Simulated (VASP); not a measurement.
# WC in VASP: further runs

WC is run at these levels: r2SCAN; tasks: single point.

Program: VASP 6.6.1. These are calculated values, not measurements. Logs are shortened: lines on timing, memory, paths and dates and some standing lists are left out, and cuts for length are marked.

**1. The cell of the first run**

The structure is cubic, space group Fm-3m (No. 225). The conventional cell has a = 4.495 Å, b = 4.495 Å, c = 4.495 Å, α = 90.00°, β = 90.00°, γ = 90.00°. W (site symmetry m-3m) has 6 C at 2.25 Å within 3.0 Å. C (site symmetry m-3m) has 6 W at 2.25 Å within 3.0 Å.

**2. Single point, r2SCAN (strain +0.025 along x and y, +0.025 along z)**

The input, POSCAR:

```
WC
1.0
    0.0000000000      2.2475011000      2.2475011000
    2.2475011000      0.0000000000      2.2475011000
    2.2475011000      2.2475011000      0.0000000000
W C
1 1
Direct
    0.0000000000      0.0000000000      0.0000000000
    0.5000000000      0.5000000000      0.5000000000
```

The input, INCAR.step1:

```
ALGO = Normal ; EDIFF = 1E-4
ENCUT = 520 ; GGA = PE
ISMEAR = 0 ; LASPH = T
LCHARG = F ; LREAL = F
LWAVE = T ; NBANDS = 16
NELM = 80 ; PREC = Accurate
SIGMA = 0.15
```

The input, INCAR.step2:

```
ALGO = Normal ; EDIFF = 1E-6
ENCUT = 520 ; ISIF = 2
ISMEAR = 0 ; ISTART = 1
LASPH = T ; LCHARG = T
LELF = T ; LMIXTAU = T
LREAL = F ; LVHAR = T
LWAVE = F ; METAGGA = R2SCAN
NBANDS = 16 ; NELM = 80
PREC = Accurate ; SIGMA = 0.15
```

The input, KPOINTS:

```
k-points
0
Gamma
  18 18 18
```

Potentials or basis: VASP PAW PBE potentials, release 64 (W_sv, C).

Run with:

```bash
$ cat potpaw_PBE.64/W_sv/POTCAR potpaw_PBE.64/C/POTCAR > POTCAR
$ cp INCAR.step1 INCAR
$ mpirun -np 1 vasp_std > vasp.out
$ cp INCAR.step2 INCAR
$ mpirun -np 1 vasp_std > vasp.out
```

OUTCAR:

```text
EDIFF = 1E-6
   ENCUT = 520
   ISIF = 2
   ISMEAR = 0
   ISTART = 1
   LASPH = T
   LREAL = F
   METAGGA = R2SCAN
   NELM = 80
   PREC = Accurate

 ion  position               nearest neighbor table
   1  0.000  0.000  0.000-   2 2.25   2 2.25   2 2.25   2 2.25   2 2.25   2 2.25
   2  0.500  0.500  0.500-   1 2.25   1 2.25   1 2.25   1 2.25   1 2.25   1 2.25

  LATTYP: Found a face centered cubic cell.
 ALAT       =     4.4950022000

  Lattice vectors:

 A1 = (   0.0000000000,   2.2475011000,   2.2475011000)
 A2 = (   2.2475011000,   0.0000000000,   2.2475011000)
 A3 = (   2.2475011000,   2.2475011000,   0.0000000000)

Analysis of symmetry for initial positions (statically):
=====================================================================
 Subroutine PRICEL returns:
 Original cell was already a primitive cell.

 Routine SETGRP: Setting up the symmetry group for a
 face centered cubic supercell.

 Subroutine GETGRP returns: Found 48 space group operations
 (whereof 48 operations were pure point group operations)
 out of a pool of 48 trial point group operations.

The static configuration has the point symmetry O_h .

Analysis of symmetry for dynamics (positions and initial velocities):
=====================================================================
 Subroutine PRICEL returns:
 Original cell was already a primitive cell.

 Routine SETGRP: Setting up the symmetry group for a
 face centered cubic supercell.

 Subroutine GETGRP returns: Found 48 space group operations
 (whereof 48 operations were pure point group operations)
 out of a pool of 48 trial point group operations.

The dynamic configuration has the point symmetry O_h .

 Subroutine INISYM returns: Found 48 space group operations
 (whereof 48 operations are pure point group operations),
 and found     1 'primitive' translations

----------------------------------------------------------------------------------------

                                     Primitive cell

  volume of cell :      22.7054

  direct lattice vectors                    reciprocal lattice vectors
     0.000000000  2.247501100  2.247501100    -0.222469302  0.222469302  0.222469302
     2.247501100  0.000000000  2.247501100     0.222469302 -0.222469302  0.222469302
     2.247501100  2.247501100  0.000000000     0.222469302  0.222469302 -0.222469302

  length of vectors
     3.178446537  3.178446537  3.178446537     0.385328133  0.385328133  0.385328133

  position of ions in fractional coordinates (direct lattice)
     0.000000000  0.000000000  0.000000000
     0.500000000  0.500000000  0.500000000

  ion indices of the primitive-cell ions
   primitive index   ion index
                 1           1
                 2           2

----------------------------------------------------------------------------------------

 KPOINTS: k-points

Automatic generation of k-mesh.
 Grid dimensions read from file:
 generate k-points for:   18   18   18

 Generating k-lattice:

  Cartesian coordinates                     Fractional coordinates (reciprocal lattice)
    -0.012359406  0.012359406  0.012359406     0.055555556  0.000000000  0.000000000
     0.012359406 -0.012359406  0.012359406     0.000000000  0.055555556  0.000000000
     0.012359406  0.012359406 -0.012359406     0.000000000  0.000000000  0.055555556

  Length of vectors
     0.021407119  0.021407119  0.021407119

  Shift w.r.t. Gamma in fractional coordinates (k-lattice)
     0.000000000  0.000000000  0.000000000

 Subroutine IBZKPT returns following result:
 ===========================================

 Found    195 irreducible k-points:

 Following reciprocal coordinates:
            Coordinates               Weight
  0.000000  0.000000  0.000000      1.000000
  0.055556  0.000000  0.000000      8.000000
  0.111111  0.000000  0.000000      8.000000
  0.166667  0.000000  0.000000      8.000000
  0.222222  0.000000  0.000000      8.000000
  0.277778  0.000000  0.000000      8.000000
[... 16 lines left out ...]
 -0.277778  0.055556  0.000000     24.000000
 -0.222222  0.055556  0.000000     24.000000
 [... further k-points ...]
   k-points           NKPTS =    195   k-points in BZ     NKDIM =    195   number of bands    NBANDS=     16
   number of dos      NEDOS =    301   number of ions     NIONS =      2
   total plane-waves  NPLWV =  13824
   dimension x,y,z NGX =    24 NGY =   24 NGZ =   24
   dimension x,y,z NGXF=    48 NGYF=   48 NGZF=   48
   ions per type =               1   1
   NGX,Y,Z   is equivalent  to a cutoff of  12.55, 12.55, 12.55 a.u.
   NGXF,Y,Z  is equivalent  to a cutoff of  25.11, 25.11, 25.11 a.u.
 SYSTEM =  unknown system
   PREC   = accura    normal or accurate (medium, high low for compatibility)
   ISTART =      1    job   : 0-new  1-cont  2-samecut
   ICHARG =      0    charge: 1-file 2-atom 10-const
   ISPIN  =      1    spin polarized calculation?
   LNONCOLLINEAR =      F non collinear calculations
   LSORBIT =      F    spin-orbit coupling
   LASPH  =      T    aspherical Exc in radial PAW
   ENCUT  =  520.0 eV  38.22 Ry    6.18 a.u.   5.91  5.91  5.91*2*pi/ulx,y,z
   NELM   =     80;   NELMIN=  2; NELMDL=  0     # of ELM steps
   EDIFF  = 0.1E-05   stopping-criterion for ELM
   LREAL  =      F    real-space projection
   EDIFFG = 0.1E-04   stopping-criterion for IOM
   NSW    =      0    number of steps for IOM
   IBRION =     -1    ionic relax: 0-MD 1-quasi-New 2-CG
   NFREE  =      0    steps in history (QN), initial steepest desc. (CG)
   ISIF   =      2    stress and relaxation
   ISYM   =      2    0-nonsym 1-usesym 2-fastsym
   POTIM  = 0.5000    time-step for ionic-motion
   TEBEG  =    0.0;   TEEND  =   0.0 temperature during run
   PSTRESS=    0.0 pullay stress
   NELECT =      18.0000    total number of electrons
   NUPDOWN=      -1.0000    fix difference up-down
   EMIN   =  10.00;   EMAX   =-10.00  energy-range for DOS
   EFERMI =   0.00;   METHOD = LEGACY
   ISMEAR =     0;   SIGMA  =   0.15  broadening in eV -4-tet -1-fermi 0-gaus
   EFERMI_NEDOS =   21; number of points for ismear=-14 and -15
   IALGO  =     38    algorithm
   IMIX   =      4    mixing-type and parameters
     AMIX     =   0.40;   BMIX     =  1.00
     AMIX_MAG =   1.60;   BMIX_MAG =  1.00
  volume/ion in A,a.u.               =      11.35        76.61
  Fermi-wavevector in a.u.,A,eV,Ry     =   1.515150  2.863219 31.234634  2.295681
  Thomas-Fermi vector in A             =   2.624713
   LORBIT       =      0    0 simple, 1 ext, 2 COOP (PROOUT), +10 PAW based schemes
   METAGGA = R2SCAN    functional components
   LHFCALC =     F    Hartree Fock is set to
   AEXX    =    0.0000 exact exchange contribution
   IVDW    =     0    specifies the selected vdW correction
   LEPSILON=     F    determine dielectric tensor
   LRPA    =     F    only Hartree local field effects (RPA)
 non-spin polarized calculation
 Gauss-broadening in eV      SIGMA  =   0.15
  energy-cutoff  :      520.00
  volume of cell :       22.71
 maximum number of plane-waves:       624
   NGX = 11   NGY = 11   NGZ = 11

 number of electron      17.9999998 magnetization

 Free energy of the ion-electron system (eV)
  ---------------------------------------------------
  ext. energy  EPLUGINS =         0.00000000
  ---------------------------------------------------
  free energy    TOTEN  =       -60.46916628 eV

  energy without entropy =      -60.45951885  energy(sigma->0) =      -60.46434256

 E-fermi :  11.2905     XC(G=0): -14.3755

 val. band max:       11.2779277739   @ k =  -0.3333   0.4444   0.2222
 cond. band min:      11.2934418369   @ k =  -0.2778   0.2778   0.0000
 fundamental gap:      0.0155140630
 Fermi energy:        11.2905499056

 k-point     1 :       0.0000    0.0000    0.0000
  band No.  band energies     occupation
      1     -66.2135      2.00000
      2     -29.5540      2.00000
      3     -29.5540      2.00000
      4     -29.5540      2.00000
      5      -4.7406      2.00000
      6       8.7312      2.00000
[... 8 lines left out ...]
     15      21.9910      0.00000
     16      33.8023      0.00000

 k-point     2 :       0.0556    0.0000    0.0000
  band No.  band energies     occupation
      1     -66.2126      2.00000
      2     -29.5686      2.00000
      3     -29.5556      2.00000
      4     -29.5556      2.00000
      5      -4.6596      2.00000
      6       8.3947      2.00000
[... 8 lines left out ...]
     15      22.1736      0.00000
     16      32.8587      0.00000

 k-point     3 :       0.1111    0.0000    0.0000
  band No.  band energies     occupation
      1     -66.2100      2.00000
      2     -29.6104      2.00000
      3     -29.5601      2.00000
      4     -29.5601      2.00000
      5      -4.4209      2.00000
      6       7.6334      2.00000
[... 8 lines left out ...]
     15      22.6742      0.00000
     16      31.1544      0.00000

 k-point     4 :       0.1667    0.0000    0.0000
  band No.  band energies     occupation
      1     -66.2062      2.00000
      2     -29.6740      2.00000
      3     -29.5672      2.00000
      4     -29.5672      2.00000
      5      -4.0361      2.00000
      6       6.6985      2.00000
[... 8 lines left out ...]
     15      23.3199      0.00000
     16      29.5933      0.00000
[... 324 lines left out ...]
 k-point    22 :      -0.3333    0.0556    0.0000
  band No.  band energies     occupation
      1     -66.1902      2.00000
      2     -29.9265      2.00000
      3     -29.6119      2.00000
      4     -29.5918      2.00000
      5      -1.9681      2.00000
      6       3.4079      2.00000
[... 8 lines left out ...]
     15      24.2257      0.00000
     16      24.9813      0.00000

 k-point    23 :      -0.2778    0.0556    0.0000
  band No.  band energies     occupation
      1     -66.1946      2.00000
      2     -29.8572      2.00000
      3     -29.6045      2.00000
      4     -29.5823      2.00000
      5      -2.6490      2.00000
      6       4.3163      2.00000
[... 8 lines left out ...]
     15      23.9115      0.00000
     16      26.0961      0.00000

 k-point    24 :      -0.2222    0.0556    0.0000
  band No.  band energies     occupation
      1     -66.1994      2.00000
      2     -29.7792      2.00000
      3     -29.5951      2.00000
      4     -29.5729      2.00000
      5      -3.2781      2.00000
      6       5.2736      2.00000
[... 8 lines left out ...]
     15      23.8821      0.00000
     16      27.1752      0.00000

 [... further k-points ...]
[... 5 lines left out ...]
  --------------------------------------------------------------------------------------
  -------------------------------------------------------------------------------------
  Total       -3.7778742     -3.7778742     -3.7778742      0.0000000      0.0000000      0.0000000
  in kB     -266.5804732   -266.5804732   -266.5804732      0.0000000      0.0000000      0.0000000
  external PRESSURE =    -266.5804732 kB  Pullay stress =       0.0000000 kB

 VOLUME and BASIS-vectors are now :
 -----------------------------------------------------------------------------
  energy-cutoff  :      520.00
  volume of cell :       22.71
      direct lattice vectors                 reciprocal lattice vectors
     0.000000000  2.247501100  2.247501100    -0.222469302  0.222469302  0.222469302
     2.247501100  0.000000000  2.247501100     0.222469302 -0.222469302  0.222469302
     2.247501100  2.247501100  0.000000000     0.222469302  0.222469302 -0.222469302

 POSITION                                       TOTAL-FORCE (eV/Angst)
 -----------------------------------------------------------------------------------
      0.00000      0.00000      0.00000         0.000000     -0.000000      0.000000
      2.24750      2.24750      2.24750        -0.000000      0.000000     -0.000000
 -----------------------------------------------------------------------------------
    total drift:                                0.000000     -0.000000     -0.000000

  FREE ENERGIE OF THE ION-ELECTRON SYSTEM (eV)
  ---------------------------------------------------
  free  energy   TOTEN  =       -60.4691662808 eV

  energy  without entropy=      -60.4595188481  energy(sigma->0) =      -60.46434256
```

It took 2.8 min on 1 thread of Intel Xeon Platinum 8259CL at 2.50GHz (Skylake/Cascade Lake), shared host; peak memory 0.2 GiB.

Results:

| Property | Result |
| --- | --- |
| Free energy | -60.4692 eV |
| Pressure | -26.7 GPa |
| Band gap on the k mesh | zero (band 9 reaches 12.24 eV, above the bottom of band 10 at 9.31 eV) |

Levels at points of the mesh, in eV from the Fermi level:
```tsv
k point	band 6	band 7	band 8	band 9	band 10	band 11	band 12	band 13
(0.00, 0.00, 0.00)	-2.56	-2.56	-2.56	-1.00	-1.00	-1.00	-0.94	-0.94
(0.50, 0.00, 0.00)	-9.53	-6.39	-6.39	0.94	0.94	2.20	5.26	8.39
(0.50, 0.50, 0.00)	-5.67	-5.30	-2.55	-2.55	0.73	2.05	2.05	5.00
```

Caveat: the cell differs from its parent crystal (strain +0.025 along x and y, +0.025 along z); the PAW data sets were made with another functional, which shifts forces and pressure a little; spin-orbit coupling is left out, which moves the levels of the heavy elements.

**3. Single point, r2SCAN (strain +0.050 along x and y, +0.050 along z)**

The input, POSCAR:

```
WC
1.0
    0.0000000000      2.3023182000      2.3023182000
    2.3023182000      0.0000000000      2.3023182000
    2.3023182000      2.3023182000      0.0000000000
W C
1 1
Direct
    0.0000000000      0.0000000000      0.0000000000
    0.5000000000      0.5000000000      0.5000000000
```

The input, INCAR.step1:

```
ALGO = Normal
EDIFF = 1E-4
ENCUT = 520
GGA = PE
ISMEAR = 0
LASPH = T
LCHARG = F
LREAL = F
LWAVE = T
NBANDS = 16
NELM = 60
PREC = Accurate
SIGMA = 0.15
```

The input, INCAR.step2:

```
ALGO = Normal
EDIFF = 1E-6
ENCUT = 520
ISIF = 2
ISMEAR = 0
ISTART = 1
LASPH = T
LCHARG = F
LMIXTAU = T
LREAL = F
LWAVE = F
METAGGA = R2SCAN
NBANDS = 16
NELM = 60
PREC = Accurate
SIGMA = 0.15
```

KPOINTS is that of step 2.

Potentials or basis: VASP PAW PBE potentials, release 64 (W_sv, C).

Run with:

```bash
$ cat potpaw_PBE.64/W_sv/POTCAR potpaw_PBE.64/C/POTCAR > POTCAR
$ cp INCAR.step1 INCAR
$ mpirun -np 1 vasp_std > vasp.out
$ cp INCAR.step2 INCAR
$ mpirun -np 1 vasp_std > vasp.out
```

Run time: 2.3 min. Hardware: 1 thread of Intel Xeon Platinum 8259CL at 2.50GHz (Skylake/Cascade Lake), shared host; peak memory 0.2 GiB.

It converged, with:

```
Free energy            : -60.0971 eV
Pressure               : -42.4 GPa
Band gap on the k mesh : zero (band 9 reaches 11.07 eV, above the bottom of band 10 at 8.47 eV)
```

Levels at points of the mesh, in eV from the Fermi level:
```
           k point  band 7  band 8  band 9  band 10  band 11  band 12
(0.00, 0.00, 0.00)   -2.31   -2.31   -0.87    -0.87    -0.86    -0.86
(0.50, 0.00, 0.00)   -5.89   -5.89    0.81     0.81     1.93     5.15
(0.50, 0.50, 0.00)   -4.78   -2.39   -2.39     0.62     1.79     1.79
```

Caveat: the cell differs from its parent crystal (strain +0.050 along x and y, +0.050 along z); the PAW data sets were made with another functional, which shifts forces and pressure a little; spin-orbit coupling is left out, which moves the levels of the heavy elements.

(Continued in part 2 of 2.)
